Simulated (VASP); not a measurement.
# CuO (C2/c) in VASP: single point with PBE+U

Aim: the single point of CuO with PBE+U.

Program: VASP 6.6.1. These are calculated values, not measurements. Logs are shortened: lines on timing, memory, paths and dates and some standing lists are left out, and cuts for length are marked.

**1. The cell of the first run**

Symmetry: C2/c, No. 15, monoclinic system. The conventional cell has a = 4.684 Å, b = 3.423 Å, c = 5.129 Å, α = 90.00°, β = 99.54°, γ = 90.00°. Cu (site symmetry -1) has 4 O at 1.95 to 1.96 Å within 2.6 Å. Within 3.0 Å of O (site symmetry 2) lie 6 Cu at 1.95 to 2.79 Å and 6 O at 2.62 to 2.90 Å.

**2. Single point, PBE+U, collinear spin**

INCAR reads:

```
PREC = Accurate
ENCUT = 520
EDIFF = 1E-6
ISMEAR = 0
SIGMA = 0.01
LREAL = F
LASPH = T
NELM = 150
ALGO = Normal
ISIF = 2
LWAVE = F
LCHARG = F
ISPIN = 2
MAGMOM = 1 1 0 0
LORBIT = 11
NUPDOWN = 2.0
LMAXMIX = 4
LDAU = T
LDAUTYPE = 2
LDAUL = 2 -1
LDAUU = 4 0
LDAUJ = 0 0
LDAUPRINT = 1
GGA = PE
NBANDS = 29
```

KPOINTS reads:

```
regular mesh
0
Gamma
  8 8 5
```

POSCAR reads:

```
CuO
1.0
    2.3420000000     -1.7115000000      0.0000000000
    2.3420000000      1.7115000000      0.0000000000
   -0.8500605740      0.0000000000      5.0580666287
Cu O
2 2
Direct
    0.0000000000      0.5000000000      0.0000000000
    0.5000000000      0.0000000000      0.5000000000
    0.5786589457      0.4213410543      0.2500000000
    0.4213410543      0.5786589457      0.7500000000
```

Potentials or basis: VASP PAW PBE potentials, release 64 (Cu, O).

The run is started by

```bash
$ cat potpaw_PBE.64/Cu/POTCAR potpaw_PBE.64/O/POTCAR > POTCAR
$ mpirun -np 1 vasp_std > vasp.out
```

OUTCAR:

```text
PREC = Accurate
   ENCUT = 520
   EDIFF = 1E-6
   ISMEAR = 0
   LREAL = F
   LASPH = T
   NELM = 150
   ISIF = 2
   ISPIN = 2
   LORBIT = 11
   NUPDOWN = 2.0
   GGA = PE

 ion  position               nearest neighbor table
   1  0.000  0.500  0.000-   3 1.95   4 1.95   4 1.96   3 1.96
   2  0.500  0.000  0.500-   4 1.95   3 1.95   4 1.96   3 1.96
   3  0.579  0.421  0.250-   2 1.95   1 1.95   2 1.96   1 1.96
   4  0.421  0.579  0.750-   1 1.95   2 1.95   2 1.96   1 1.96

  LATTYP: Found a base centered monoclinic cell.
 ALAT       =     4.6840000000
 B/A-ratio  =     0.7307856533
 C/A-ratio  =     1.0950042699
 COS(beta)  =    -0.1657361228

  Lattice vectors:

 A1 = (   2.3420000000,  -1.7115000000,   0.0000000000)
 A2 = (   2.3420000000,   1.7115000000,   0.0000000000)
 A3 = (  -0.8500605740,   0.0000000000,   5.0580666287)

Analysis of symmetry for initial positions (statically):
=====================================================================
 Subroutine PRICEL returns:
 Original cell was already a primitive cell.

 Routine SETGRP: Setting up the symmetry group for a
 base centered monoclinic supercell.

 Subroutine GETGRP returns: Found  4 space group operations
 (whereof  2 operations were pure point group operations)
 out of a pool of  4 trial point group operations.

The static configuration has the point symmetry S_2 .
 The point group associated with its full space group is C_2h.

Analysis of symmetry for dynamics (positions and initial velocities):
=====================================================================
 Subroutine PRICEL returns:
 Original cell was already a primitive cell.

 Routine SETGRP: Setting up the symmetry group for a
 base centered monoclinic supercell.

 Subroutine GETGRP returns: Found  4 space group operations
 (whereof  2 operations were pure point group operations)
 out of a pool of  4 trial point group operations.

The dynamic configuration has the point symmetry S_2 .
[... 220 lines left out ...]
  o =  0.9657  v =  0.0000  0.0000  0.0000  0.0000  0.0000 -0.0984 -0.0167  0.1268  0.3241  0.9322      0.0000  0.0000  0.0000  0.0000  0.0000  0.0000  0.0000  0.0000  0.0000  0.0000
  o =  0.9670  v =  0.0000  0.0000  0.0000  0.0000  0.0000  0.1453 -0.7900  0.3133  0.4642 -0.2028      0.0000  0.0000  0.0000  0.0000  0.0000  0.0000  0.0000  0.0000  0.0000  0.0000
  o =  0.9729  v = -0.0822  0.7490 -0.3311 -0.5610 -0.0883  0.0000  0.0000  0.0000  0.0000  0.0000      0.0000  0.0000  0.0000  0.0000  0.0000  0.0000  0.0000  0.0000  0.0000  0.0000
  o =  0.9737  v = -0.1188  0.2416  0.0647  0.1525  0.9487  0.0000  0.0000  0.0000  0.0000  0.0000      0.0000  0.0000  0.0000  0.0000  0.0000  0.0000  0.0000  0.0000  0.0000  0.0000
  o =  0.9755  v =  0.0000  0.0000  0.0000  0.0000  0.0000 -0.4823  0.1991  0.8356 -0.1255 -0.1174      0.0000  0.0000  0.0000  0.0000  0.0000  0.0000  0.0000  0.0000  0.0000  0.0000
  o =  0.9791  v =  0.4748 -0.1897 -0.8348  0.1477  0.1409  0.0000  0.0000  0.0000  0.0000  0.0000      0.0000  0.0000  0.0000  0.0000  0.0000  0.0000  0.0000  0.0000  0.0000  0.0000
  o =  1.0282  v =  0.0781  0.5655  0.0098  0.7787 -0.2601  0.0000  0.0000  0.0000  0.0000  0.0000      0.0000  0.0000  0.0000  0.0000  0.0000  0.0000  0.0000  0.0000  0.0000  0.0000

 number of electron      34.0000003 magnetization       2.0000001

 Free energy of the ion-electron system (eV)
  ---------------------------------------------------
  ext. energy  EPLUGINS =         0.00000000
  ---------------------------------------------------
  free energy    TOTEN  =       -17.11878677 eV

  energy without entropy =      -17.11878677  energy(sigma->0) =      -17.11878677

 E-fermi :   4.2136     XC(G=0): -11.8612

 val. band max:        5.4807776172   @ k =   0.5000   0.5000   0.0000
 cond. band min:       5.4831756293   @ k =  -0.3750   0.3750   0.0000
 fundamental gap:      0.0023980121
 Fermi energy:         5.6039104878

 spin component 1

 k-point     1 :       0.0000    0.0000    0.0000
  band No.  band energies     occupation
      1     -14.2106      1.00000
      2     -12.8483      1.00000
      3      -2.8530      1.00000
      4      -1.7264      1.00000
      5      -1.3242      1.00000
      6       0.3745      1.00000
[... 1529 lines left out ...]
     28      25.5110      0.00000
     29      26.9646      0.00000

 [... further k-points ...]

------------------------ aborting loop because EDIFF is reached ----------------------------------------

  FORCE on cell =-STRESS in cart. coord.  units (eV):
  Direction    XX          YY          ZZ          XY          YZ          ZX
  --------------------------------------------------------------------------------------
  -------------------------------------------------------------------------------------
  Total        1.0329819      1.4402732      1.4071796      0.0000000      0.0000000      0.2109382
  in kB       40.8154857     56.9084994     55.6008941      0.0000000      0.0000000      8.3346528
  external PRESSURE =      51.1082931 kB  Pullay stress =       0.0000000 kB

 VOLUME and BASIS-vectors are now :
 -----------------------------------------------------------------------------
  energy-cutoff  :      520.00
  volume of cell :       40.55
      direct lattice vectors                 reciprocal lattice vectors
     2.342000000 -1.711500000  0.000000000     0.213492741 -0.292141396  0.035879670
     2.342000000  1.711500000  0.000000000     0.213492741  0.292141396  0.035879670
    -0.850060574  0.000000000  5.058066629     0.000000000  0.000000000  0.197703999

 POSITION                                       TOTAL-FORCE (eV/Angst)
 -----------------------------------------------------------------------------------
      1.17100      0.85575      0.00000         0.000000     -0.000000      0.000000
      0.74597     -0.85575      2.52903         0.000000     -0.000000      0.000000
      2.12948     -0.26925      1.26452        -0.000000      0.003798      0.000000
      1.70445      0.26925      3.79355         0.000000     -0.003798     -0.000000
 -----------------------------------------------------------------------------------
    total drift:                               -0.000000      0.000000     -0.000000

  FREE ENERGIE OF THE ION-ELECTRON SYSTEM (eV)
  ---------------------------------------------------
  free  energy   TOTEN  =       -17.1187867659 eV

  energy  without entropy=      -17.1187867659  energy(sigma->0) =      -17.11878677

 total charge

# of ion       s       p       d       tot
------------------------------------------
    1        0.378   0.392   9.144   9.914
    2        0.378   0.392   9.144   9.914
    3        1.557   3.441   0.000   4.998
    4        1.557   3.441   0.000   4.998
--------------------------------------------------
tot          3.872   7.666  18.288  29.825

 magnetization (x)

# of ion       s       p       d       tot
------------------------------------------
    1       -0.003   0.003   0.661   0.661
    2       -0.003   0.003   0.661   0.661
    3        0.020   0.279   0.000   0.299
    4        0.020   0.279   0.000   0.299
--------------------------------------------------
tot          0.033   0.564   1.322   1.920
```

OSZICAR:

```text
N       E                     dE             d eps       ncg     rms          rms(c)
DAV:   1     0.303627745368E+03    0.30363E+03   -0.16069E+04 12052   0.190E+03
DAV:   2     0.185290585991E+02   -0.28510E+03   -0.25791E+03 10936   0.380E+02
DAV:   3    -0.199440468101E+02   -0.38473E+02   -0.36245E+02 12093   0.141E+02
DAV:   4    -0.210876974619E+02   -0.11437E+01   -0.11375E+01 12935   0.270E+01
DAV:   5    -0.211060315878E+02   -0.18334E-01   -0.18333E-01 12450   0.333E+00    0.161E+01
DAV:   6    -0.171810209599E+02    0.39250E+01   -0.18759E+01 15170   0.129E+02    0.875E+00
DAV:   7    -0.170390092977E+02    0.14201E+00   -0.45552E+00 14789   0.642E+01    0.286E+00
DAV:   8    -0.171288344846E+02   -0.89825E-01   -0.70256E-01 16610   0.131E+01    0.204E+00
DAV:   9    -0.171124169308E+02    0.16418E-01   -0.83074E-02 15767   0.135E+01    0.112E+00
DAV:  10    -0.171180283364E+02   -0.56114E-02   -0.25650E-02 17453   0.405E+00    0.160E-01
DAV:  11    -0.171185541191E+02   -0.52578E-03   -0.34025E-03 16841   0.164E+00    0.691E-02
DAV:  12    -0.171187518461E+02   -0.19773E-03   -0.47292E-04 16631   0.420E-01    0.525E-02
DAV:  13    -0.171187749934E+02   -0.23147E-04   -0.65755E-05 16760   0.163E-01    0.228E-02
DAV:  14    -0.171187855085E+02   -0.10515E-04   -0.20422E-05 16854   0.934E-02    0.935E-03
DAV:  15    -0.171187865694E+02   -0.10609E-05   -0.16653E-06  9173   0.282E-02    0.302E-03
DAV:  16    -0.171187867659E+02   -0.19645E-06   -0.80975E-07  6323   0.141E-02
   1 F= -.17118787E+02 E0= -.17118787E+02  d E =-.636330E-62  mag=     2.0000
```

Wall time 2.7 min (1 thread of Intel Xeon Platinum 8259CL at 2.50GHz (Skylake/Cascade Lake), shared host); peak memory 0.28 GiB.

Results:

* Free energy: -17.1188 eV
* Pressure: 5.1 GPa
* Largest force: 0.004 eV/Å
* Net moment: 2.00 μB per cell
* Site moments: Cu +0.66; O +0.30 μB
* Valence electrons inside the program's atomic spheres: Cu 9.91; O 5.00

Forces in eV/Å, atoms in the order of the input:
```
Cu   0.000  0.000  0.000
Cu   0.000  0.000  0.000
O    0.000  0.004  0.000
O    0.000 -0.004  0.000
```

Stress tensor (GPa, compression positive):
```
4.08 0.00 0.83
0.00 5.69 0.00
0.83 0.00 5.56
```

Eigenvalues of the final occupation matrices:
```tsv
site	spin	trace	eigenvalues
site 1 d	1	4.91	0.96 0.97 0.97 0.98 1.03
site 1 d	2	4.25	0.39 0.95 0.97 0.97 0.98
site 2 d	1	4.91	0.96 0.97 0.97 0.98 1.03
site 2 d	2	4.25	0.39 0.95 0.97 0.97 0.98
```

Caveat: the cell stands under pressure; the total moment is fixed, so each spin has its own Fermi level.
